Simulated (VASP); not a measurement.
Wanted: the native input for a VASP 6.6.1 run.

- Task: single point
- Functional: LDA
- Potentials or basis: VASP PAW LDA potentials, release 64 (Hf_pv)
- Cutoff: 520 eV
- k mesh: 20 × 20 × 11
- Occupations: gaussian, width 0.15 eV
- Spin: no spin polarisation
- Dipole correction: no
- Further INCAR settings: ALGO = Fast; EDIFF = 1e-06; NBANDS = 17

The structure of Hf lies in POSCAR:

```
Hf
1.0
    3.1923846315      0.0000000000      0.0000000000
   -1.5961923157      2.7646861895      0.0000000000
    0.0000000000      0.0000000000      5.0450416400
Hf
2
Direct
    0.3333333300      0.6666666700      0.2519821442
    0.6666666700      0.3333333300      0.7500000000
```

The input as run:

INCAR

```
SYSTEM = Hf
  PREC = Accurate
  ENCUT = 520
  EDIFF = 1E-6
  ISMEAR = 0
  SIGMA = 0.15
  LREAL = .FALSE.
  LASPH = .TRUE.
  NELM = 60
  ALGO = Fast
  ISIF = 2
  LWAVE = .FALSE.
  LCHARG = .TRUE.
  GGA = CA
  LELF = .TRUE.
  LVHAR = .TRUE.
  NBANDS = 17
```

KPOINTS

```
regular mesh
0
G
  20 20 11
  0 0 0
```

Potentials or basis: VASP PAW LDA potentials, release 64 (Hf_pv).

Command:

```sh
$ cat potpaw_LDA.64/Hf_pv/POTCAR > POTCAR
$ mpirun -np 1 vasp_std > vasp.out
```

Results of the run:

```json
{
  "Pressure": "-7.1 GPa",
  "Largest force": "0.024 eV/Å",
  "Band gap on the k mesh": "zero (bands 10 and 11 overlap by 1.44 eV)"
}
```

Caveat: the cell stands under tension; spin-orbit coupling is left out, which moves the levels of the heavy elements.

Run time: 2.6 min on 1 thread of Intel(R) Xeon(R) Platinum 8488C (Sapphire Rapids) (shared host), peak memory 0.35 GiB.
